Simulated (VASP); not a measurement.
Runs of VASP 6.6.1 on O. The structure is that of space group R-3m (No. 166), or close to it. The cells are those of the table. 

```csv
task,cell,k mesh,cutoff (eV),smearing,k mesh for the DOS,occupations for the DOS,gap on the mesh (eV),pressure (GPa),moment (μB),relaxed volume (Å³/atom),largest force (eV/Å)
relaxation of shape and atoms at fixed volume,"relaxed from a = 4.488 Å, angles 47.1°, 2 atoms",9 × 9 × 9,600,gaussian 0.02 eV,-,-,1.67,-0.4,2.00,22.17,0.01
single point,"a = 4.573 Å, angles 46.5°, 2 atoms",9 × 9 × 9,520,gaussian 0.02 eV,-,-,(c),1.2,2.00,-,1.14
single point,"a = 4.203 Å, angles 47.0°, 2 atoms",6 × 6 × 6,520,gaussian 0.1 eV,-,-,1.30,1.7,2.00,-,0.77
density of states,"a = 4.384 Å, angles 47.4°, 2 atoms",9 × 9 × 9,520,gaussian 0.02 eV,14 × 14 × 14,tetrahedron,-,-,2.00,-,-
relaxation of shape and atoms at fixed volume,"relaxed from a = 4.559 Å, angles 46.8°, 2 atoms",9 × 9 × 9,600,gaussian 0.02 eV,-,-,1.72,-0.4,2.00,(b),0.01
single point,"a = 4.504 Å, angles 46.8°, 2 atoms",9 × 9 × 9,520,gaussian 0.02 eV,-,-,(a),1.3,2.00,-,1.15
```

Alike in all rows: level PBE+D3(BJ); potentials or basis VASP PAW PBE potentials, release 64 (O); spin collinear, ferromagnetic start.

Question: Estimate the missing entries.

Answer: (a) 1.64; (b) 23.01; (c) 1.69.

Caveats: the standard files for N, O and F lose accuracy on very short bonds; forces of over 1 eV/Å act on the atoms, so gaps and moduli don't describe the material at rest (some runs).

A k mesh can miss the band edges.
